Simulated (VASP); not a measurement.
# Co (Fm-3m) in VASP: a series of runs

Runs on Co. Level: PBE. Tasks: single point.

Everything below comes from runs of VASP 6.6.1. Logs are shortened: lines on timing, memory, paths and dates and some standing lists are left out, and cuts for length are marked.

## 1. The cell of the first run

It takes space group Fm-3m (No. 225, cubic). The conventional cell has a = 3.455 Å, b = 3.455 Å, c = 3.455 Å, α = 90.00°, β = 90.00°, γ = 90.00°. Co (site symmetry m-3m) has 12 Co at 2.44 Å within 3.2 Å.

## 2. Single point, PBE

INCAR reads:

```
PREC = Accurate ; ENCUT = 600
EDIFF = 1E-6 ; ISMEAR = -1
SIGMA = 0.1 ; LREAL = False
LASPH = True ; NELM = 120
ALGO = Normal ; ISIF = 2
LWAVE = False ; LCHARG = False
GGA = PE ; NBANDS = 10
GGA_COMPAT = False
```

KPOINTS reads:

```
regular mesh
0
Gamma
  4 4 4
```

POSCAR reads:

```
Co
1.0
   -1.7276498951      0.0000000000      1.7276498951
    0.0000000000      1.7276498951      1.7276498951
   -1.7276498951      1.7276498951      0.0000000000
Co
1
Direct
    0.0000000000      0.0000000000      0.0000000000
```

Potentials or basis: VASP PAW PBE potentials, release 64 (Co).

The run is started by

```console
> cat potpaw_PBE.64/Co/POTCAR > POTCAR
> mpirun -np 1 vasp_std > vasp.out
```

OUTCAR:

```text
PREC = Accurate
   ENCUT = 600
   EDIFF = 1E-6
   ISMEAR = -1
   LREAL = False
   LASPH = True
   NELM = 120
   ISIF = 2
   GGA = PE

 ion  position               nearest neighbor table
   1  0.000  0.000  0.000-

  LATTYP: Found a face centered cubic cell.
 ALAT       =     3.4552997902

  Lattice vectors:

 A1 = (  -1.7276498951,   0.0000000000,   1.7276498951)
 A2 = (   0.0000000000,   1.7276498951,   1.7276498951)
 A3 = (  -1.7276498951,   1.7276498951,   0.0000000000)

Analysis of symmetry for initial positions (statically):
=====================================================================
 Subroutine PRICEL returns:
 Original cell was already a primitive cell.

 Routine SETGRP: Setting up the symmetry group for a
 face centered cubic supercell.

 Subroutine GETGRP returns: Found 48 space group operations
 (whereof 48 operations were pure point group operations)
 out of a pool of 48 trial point group operations.

The static configuration has the point symmetry O_h .

Analysis of symmetry for dynamics (positions and initial velocities):
=====================================================================
 Subroutine PRICEL returns:
 Original cell was already a primitive cell.

 Routine SETGRP: Setting up the symmetry group for a
 face centered cubic supercell.

 Subroutine GETGRP returns: Found 48 space group operations
 (whereof 48 operations were pure point group operations)
 out of a pool of 48 trial point group operations.

The dynamic configuration has the point symmetry O_h .

 Subroutine INISYM returns: Found 48 space group operations
 (whereof 48 operations are pure point group operations),
 and found     1 'primitive' translations

----------------------------------------------------------------------------------------

                                     Primitive cell

  volume of cell :      10.3133

  direct lattice vectors                    reciprocal lattice vectors
    -1.727649895  0.000000000  1.727649895    -0.289410488 -0.289410488  0.289410488
     0.000000000  1.727649895  1.727649895     0.289410488  0.289410488  0.289410488
    -1.727649895  1.727649895  0.000000000    -0.289410488  0.289410488 -0.289410488

  length of vectors
     2.443265913  2.443265913  2.443265913     0.501273670  0.501273670  0.501273670

  position of ions in fractional coordinates (direct lattice)
     0.000000000  0.000000000  0.000000000

  ion indices of the primitive-cell ions
   primitive index   ion index
                 1           1

----------------------------------------------------------------------------------------

 KPOINTS: regular mesh

Automatic generation of k-mesh.
 Grid dimensions read from file:
 generate k-points for:    4    4    4

 Generating k-lattice:

  Cartesian coordinates                     Fractional coordinates (reciprocal lattice)
    -0.072352622 -0.072352622  0.072352622     0.250000000  0.000000000  0.000000000
     0.072352622  0.072352622  0.072352622     0.000000000  0.250000000  0.000000000
    -0.072352622  0.072352622 -0.072352622     0.000000000  0.000000000  0.250000000

  Length of vectors
     0.125318418  0.125318418  0.125318418

  Shift w.r.t. Gamma in fractional coordinates (k-lattice)
     0.000000000  0.000000000  0.000000000

 Subroutine IBZKPT returns following result:
 ===========================================

 Found      8 irreducible k-points:

 Following reciprocal coordinates:
            Coordinates               Weight
  0.000000  0.000000  0.000000      1.000000
  0.250000  0.000000  0.000000      8.000000
  0.500000  0.000000  0.000000      4.000000
  0.250000  0.250000  0.000000      6.000000
  0.500000  0.250000  0.000000     24.000000
 -0.250000  0.250000  0.000000     12.000000
  0.500000  0.500000  0.000000      3.000000
 -0.250000  0.500000  0.250000      6.000000
   k-points           NKPTS =      8   k-points in BZ     NKDIM =      8   number of bands    NBANDS=     10
   number of dos      NEDOS =    301   number of ions     NIONS =      1
   total plane-waves  NPLWV =   8000
   dimension x,y,z NGX =    20 NGY =   20 NGZ =   20
   dimension x,y,z NGXF=    40 NGYF=   40 NGZF=   40
   ions per type =               1
   NGX,Y,Z   is equivalent  to a cutoff of  13.61, 13.61, 13.61 a.u.
   NGXF,Y,Z  is equivalent  to a cutoff of  27.22, 27.22, 27.22 a.u.
 SYSTEM =  unknown system
   PREC   = accura    normal or accurate (medium, high low for compatibility)
   ISTART =      0    job   : 0-new  1-cont  2-samecut
   ICHARG =      2    charge: 1-file 2-atom 10-const
   ISPIN  =      1    spin polarized calculation?
   LNONCOLLINEAR =      F non collinear calculations
   LSORBIT =      F    spin-orbit coupling
   LASPH  =      T    aspherical Exc in radial PAW
   ENCUT  =  600.0 eV  44.10 Ry    6.64 a.u.   4.88  4.88  4.88*2*pi/ulx,y,z
   NELM   =    120;   NELMIN=  2; NELMDL= -5     # of ELM steps
   EDIFF  = 0.1E-05   stopping-criterion for ELM
   LREAL  =      F    real-space projection
   EDIFFG = 0.1E-04   stopping-criterion for IOM
   NSW    =      0    number of steps for IOM
   IBRION =     -1    ionic relax: 0-MD 1-quasi-New 2-CG
   NFREE  =      0    steps in history (QN), initial steepest desc. (CG)
   ISIF   =      2    stress and relaxation
   ISYM   =      2    0-nonsym 1-usesym 2-fastsym
   POTIM  = 0.5000    time-step for ionic-motion
   TEBEG  =    0.0;   TEEND  =   0.0 temperature during run
   PSTRESS=    0.0 pullay stress
   NELECT =       9.0000    total number of electrons
   NUPDOWN=      -1.0000    fix difference up-down
   EMIN   =  10.00;   EMAX   =-10.00  energy-range for DOS
   EFERMI =   0.00;   METHOD = LEGACY
   ISMEAR =    -1;   SIGMA  =   0.10  broadening in eV -4-tet -1-fermi 0-gaus
   EFERMI_NEDOS =   21; number of points for ismear=-14 and -15
   IALGO  =     38    algorithm
   IMIX   =      4    mixing-type and parameters
     AMIX     =   0.40;   BMIX     =  1.00
     AMIX_MAG =   1.60;   BMIX_MAG =  1.00
  volume/ion in A,a.u.               =      10.31        69.60
  Fermi-wavevector in a.u.,A,eV,Ry     =   1.564432  2.956347 33.299530  2.447446
  Thomas-Fermi vector in A             =   2.667056
   LORBIT       =      0    0 simple, 1 ext, 2 COOP (PROOUT), +10 PAW based schemes
   GGA     = PE    functional components
   LHFCALC =     F    Hartree Fock is set to
   AEXX    =    0.0000 exact exchange contribution
   IVDW    =     0    specifies the selected vdW correction
   LEPSILON=     F    determine dielectric tensor
   LRPA    =     F    only Hartree local field effects (RPA)
 non-spin polarized calculation
  energy-cutoff  :      600.00
  volume of cell :       10.31
 maximum number of plane-waves:       360
   NGX =  9   NGY =  9   NGZ =  9

 number of electron       9.0000002 magnetization

 Free energy of the ion-electron system (eV)
  ---------------------------------------------------
  ext. energy  EPLUGINS =         0.00000000
  ---------------------------------------------------
  free energy    TOTEN  =        -7.05138853 eV

  energy without entropy =       -7.01648754  energy(sigma->0) =       -7.03393804

 E-fermi :  10.7847     XC(G=0): -13.7197

 val. band max:       10.7433902207   @ k =   0.5000   0.0000   0.0000
 cond. band min:      11.1893268901   @ k =   0.5000   0.5000   0.0000
 fundamental gap:      0.4459366694
 Fermi energy:        10.7847491994

 k-point     1 :       0.0000    0.0000    0.0000
  band No.  band energies     occupation
      1       1.7728      2.00000
      2       8.9556      2.00000
      3       8.9556      2.00000
      4       8.9556      2.00000
      5      10.2995      1.98450
      6      10.2995      1.98450
      7      34.3975      0.00000
      8      39.3646      0.00000
      9      39.3646      0.00000
     10      39.3646      0.00000

 k-point     2 :       0.2500    0.0000    0.0000
  band No.  band energies     occupation
      1       4.0971      2.00000
      2       8.4987      2.00000
      3       9.1972      2.00000
      4       9.1972      2.00000
      5      10.4124      1.95283
      6      10.4124      1.95283
      7      26.5178      0.00000
      8      34.7324      0.00000
      9      37.7652      0.00000
     10      37.7652      0.00000

 k-point     3 :       0.5000    0.0000    0.0000
  band No.  band energies     occupation
      1       6.0250      2.00000
      2       8.8873      2.00000
      3       8.8873      2.00000
      4      10.7434      1.20390
      5      11.2111      0.02775
      6      11.2111      0.02775
      7      18.0823      0.00000
      8      32.9677      0.00000
      9      37.0555      0.00000
     10      37.0555      0.00000

 k-point     4 :       0.2500    0.2500    0.0000
  band No.  band energies     occupation
      1       4.7518      2.00000
      2       7.7754      2.00000
      3       9.5014      1.99999
      4      10.0009      1.99921
      5      10.0009      1.99921
      6      10.7353      1.24255
      7      31.3887      0.00000
      8      31.3887      0.00000
      9      31.6231      0.00000
     10      32.6085      0.00000

 k-point     5 :       0.5000    0.2500    0.0000
  band No.  band energies     occupation
      1       6.8240      2.00000
      2       7.5597      2.00000
      3       8.9346      2.00000
      4       9.9599      1.99948
      5      11.2777      0.01436
      6      14.0620      0.00000
      7      20.5270      0.00000
      8      26.6260      0.00000
      9      30.2412      0.00000
     10      33.8598      0.00000

 k-point     6 :      -0.2500    0.2500    0.0000
  band No.  band energies     occupation
      1       6.7476      2.00000
      2       8.1093      2.00000
      3       8.3961      2.00000
      4       9.7280      1.99995
      5      10.2675      1.98873
      6      12.8933      0.00000
      7      23.6109      0.00000
      8      25.0030      0.00000
      9      35.2693      0.00000
     10      35.3701      0.00000

 k-point     7 :       0.5000    0.5000    0.0000
  band No.  band energies     occupation
      1       6.0495      2.00000
      2       6.7243      2.00000
      3      11.1893      0.03439
      4      11.4421      0.00279
      5      11.4421      0.00279
      6      13.6963      0.00000
      7      21.5821      0.00000
      8      26.5803      0.00000
      9      26.5803      0.00000
     10      31.8911      0.00000

 k-point     8 :      -0.2500    0.5000    0.2500
  band No.  band energies     occupation
      1       7.0955      2.00000
      2       8.1027      2.00000
      3       8.1027      2.00000
      4      10.1865      1.99497
      5      11.4436      0.00275
      6      19.6185      0.00000
      7      19.6185      0.00000
      8      21.8840      0.00000
      9      23.5295      0.00000
     10      42.2172      0.00000

------------------------ aborting loop because EDIFF is reached ----------------------------------------

  FORCE on cell =-STRESS in cart. coord.  units (eV):
  Direction    XX          YY          ZZ          XY          YZ          ZX
  --------------------------------------------------------------------------------------
  -------------------------------------------------------------------------------------
  Total       -0.3572961     -0.3572961     -0.3572961      0.0000000     -0.0000000      0.0000000
  in kB      -55.5062129    -55.5062129    -55.5062129      0.0000000     -0.0000000      0.0000000
  external PRESSURE =     -55.5062129 kB  Pullay stress =       0.0000000 kB

 VOLUME and BASIS-vectors are now :
 -----------------------------------------------------------------------------
  energy-cutoff  :      600.00
  volume of cell :       10.31
      direct lattice vectors                 reciprocal lattice vectors
    -1.727649895  0.000000000  1.727649895    -0.289410488 -0.289410488  0.289410488
     0.000000000  1.727649895  1.727649895     0.289410488  0.289410488  0.289410488
    -1.727649895  1.727649895  0.000000000    -0.289410488  0.289410488 -0.289410488

 POSITION                                       TOTAL-FORCE (eV/Angst)
 -----------------------------------------------------------------------------------
      0.00000      0.00000      0.00000         0.000000     -0.000000     -0.000000
 -----------------------------------------------------------------------------------
    total drift:                                0.000000     -0.000000     -0.000000

  FREE ENERGIE OF THE ION-ELECTRON SYSTEM (eV)
  ---------------------------------------------------
  free  energy   TOTEN  =        -7.0513885260 eV

  energy  without entropy=       -7.0164875443  energy(sigma->0) =       -7.03393804
```

Run time: 5 s. Hardware: 1 thread of AMD EPYC 7R13, shared host; peak memory 0.09 GiB.

Results:

```yaml
Free_energy: -7.0514 eV
Pressure: -5.6 GPa
```

Caveat: the k points lie up to 0.79 Å⁻¹ apart; the run has no spin polarisation, though such a crystal can be magnetic.

## 3. Single point, PBE

INCAR reads:

```
SYSTEM = Co
PREC     = Accurate       ! precision mode
ENCUT    = 600            ! plane-wave cutoff, eV
EDIFF    = 1E-6           ! SCF threshold, eV
ISMEAR   = -1             ! smearing method
SIGMA    = 0.1            ! smearing width, eV
LREAL    = .FALSE.        ! projectors in reciprocal space
LASPH    = .TRUE.         ! aspherical terms in the spheres
NELM     = 120            ! most SCF steps
ALGO     = Normal         ! electronic algorithm
ISIF     = 2              ! what is computed and relaxed
LWAVE    = .FALSE.        ! write WAVECAR
LCHARG   = .TRUE.         ! write CHGCAR
GGA      = PE             ! functional
LELF     = .TRUE.         ! ELF
LVHAR    = .TRUE.       
NBANDS   = 10             ! bands
GGA_COMPAT= .FALSE.
```

KPOINTS reads:

```
Automatic mesh
0
G
  4 4 4
  0 0 0
```

POSCAR is that of step 2.

Potentials or basis: VASP PAW PBE potentials, release 64 (Co).

The run is started by

```console
> cat potpaw_PBE.64/Co/POTCAR > POTCAR
> mpirun -np 1 vasp_std > vasp.out
```

OUTCAR:

```text
SYSTEM = Co
   PREC = Accurate
   ENCUT = 600
   EDIFF = 1E-6
   ISMEAR = -1
   LREAL = .FALSE.
   LASPH = .TRUE.
   NELM = 120
   ISIF = 2
   GGA = PE

 ion  position               nearest neighbor table
   1  0.000  0.000  0.000-

  LATTYP: Found a face centered cubic cell.
 ALAT       =     3.4552997902

  Lattice vectors:

 A1 = (  -1.7276498951,   0.0000000000,   1.7276498951)
 A2 = (   0.0000000000,   1.7276498951,   1.7276498951)
 A3 = (  -1.7276498951,   1.7276498951,   0.0000000000)

Analysis of symmetry for initial positions (statically):
=====================================================================
 Subroutine PRICEL returns:
 Original cell was already a primitive cell.

 Routine SETGRP: Setting up the symmetry group for a
 face centered cubic supercell.

 Subroutine GETGRP returns: Found 48 space group operations
 (whereof 48 operations were pure point group operations)
 out of a pool of 48 trial point group operations.

The static configuration has the point symmetry O_h .

[... 143 lines left out ...]
 cond. band min:      11.1893268901   @ k =   0.5000   0.5000   0.0000
 fundamental gap:      0.4459366694
 Fermi energy:        10.7847491994

 k-point     1 :       0.0000    0.0000    0.0000
  band No.  band energies     occupation
      1       1.7728      2.00000
      2       8.9556      2.00000
      3       8.9556      2.00000
      4       8.9556      2.00000
      5      10.2995      1.98450
      6      10.2995      1.98450
      7      34.3975      0.00000
      8      39.3646      0.00000
      9      39.3646      0.00000
     10      39.3646      0.00000
[... 79 lines left out ...]
 k-point     8 :      -0.2500    0.5000    0.2500
  band No.  band energies     occupation
      1       7.0955      2.00000
      2       8.1027      2.00000
      3       8.1027      2.00000
      4      10.1865      1.99497
      5      11.4436      0.00275
      6      19.6185      0.00000
      7      19.6185      0.00000
      8      21.8840      0.00000
      9      23.5295      0.00000
     10      42.2172      0.00000

------------------------ aborting loop because EDIFF is reached ----------------------------------------

  FORCE on cell =-STRESS in cart. coord.  units (eV):
  Direction    XX          YY          ZZ          XY          YZ          ZX
  --------------------------------------------------------------------------------------
  -------------------------------------------------------------------------------------
  Total       -0.3572961     -0.3572961     -0.3572961      0.0000000     -0.0000000      0.0000000
  in kB      -55.5062129    -55.5062129    -55.5062129      0.0000000     -0.0000000      0.0000000
  external PRESSURE =     -55.5062129 kB  Pullay stress =       0.0000000 kB

 VOLUME and BASIS-vectors are now :
 -----------------------------------------------------------------------------
  energy-cutoff  :      600.00
  volume of cell :       10.31
      direct lattice vectors                 reciprocal lattice vectors
    -1.727649895  0.000000000  1.727649895    -0.289410488 -0.289410488  0.289410488
     0.000000000  1.727649895  1.727649895     0.289410488  0.289410488  0.289410488
    -1.727649895  1.727649895  0.000000000    -0.289410488  0.289410488 -0.289410488

 POSITION                                       TOTAL-FORCE (eV/Angst)
 -----------------------------------------------------------------------------------
      0.00000      0.00000      0.00000         0.000000     -0.000000     -0.000000
 -----------------------------------------------------------------------------------
    total drift:                                0.000000     -0.000000     -0.000000

  FREE ENERGIE OF THE ION-ELECTRON SYSTEM (eV)
  ---------------------------------------------------
  free  energy   TOTEN  =        -7.0513885260 eV

  energy  without entropy=       -7.0164875443  energy(sigma->0) =       -7.03393804
```

Wall time 4.6 s (1 thread of AMD EPYC 7R13, shared host); peak memory 0.09 GiB.

Results:

| Item | Value |
| --- | --- |
| Free energy | -7.0514 eV |
| Pressure | -5.6 GPa |

Levels at points of the mesh, in eV from the Fermi level:
```csv
k point,band 1,band 2,band 3,band 4,band 5,band 6,band 7,band 8
"(0.00, 0.00, 0.00)",-9.01,-1.83,-1.83,-1.83,-0.49,-0.49,23.61,28.58
"(0.50, 0.00, 0.00)",-4.76,-1.90,-1.90,-0.04,0.43,0.43,7.30,22.18
"(0.50, 0.50, 0.00)",-4.74,-4.06,0.40,0.66,0.66,2.91,10.80,15.80
```

Caveat: the k points lie up to 0.79 Å⁻¹ apart; the run has no spin polarisation, though such a crystal can be magnetic. Spin polarisation is off, so any magnetic state and its effect on volume and gap are missing.
